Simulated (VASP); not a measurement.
MgO: single point with PBE

MgO:

```
Mg O
1.0
     3.37274    0.00000    0.00000
    -1.68637    2.92088    0.00000
     0.00000    0.00000    4.39940
Mg O
2 2
Cartesian
  1.6864 0.9736 3.2995
  0.0000 1.9473 1.0998
  1.6864 0.9736 1.0998
  0.0000 1.9473 3.2995
```

This cell differs from its parent crystal: volume 10.835 Å^3 an atom, c/a of the conventional cell 1.3044.

```
Program             : VASP 6.6.1
Task                : single point
Functional          : PBE
Potentials or basis : VASP PAW PBE potentials, release 64 (Mg, O)
Cutoff              : 520 eV
k mesh              : 9 × 9 × 6
Occupations         : gaussian, width 0.05 eV
Spin                : no spin polarisation
```

```
Pressure               : 7.6 GPa
Band gap on the k mesh : 3.43 eV, direct
```

Stress tensor (GPa, compression positive):
```
12.37  0.00  0.00
 0.00 12.37  0.00
 0.00  0.00 -1.93
```

Levels at points of the mesh, in eV from the valence-band top:
```tsv
k point	band 6	band 7	band 8	band 9	band 10	band 11
(0.00, 0.00, 0.00)	-1.01	-1.01	0.00	3.43	9.32	11.56
(0.00, 0.00, 0.50)	-1.38	-1.38	-1.38	6.41	6.41	13.55
```

It took 34 s on 1 thread of Intel Xeon 8259CL (shared host), peak memory 0.19 GiB.
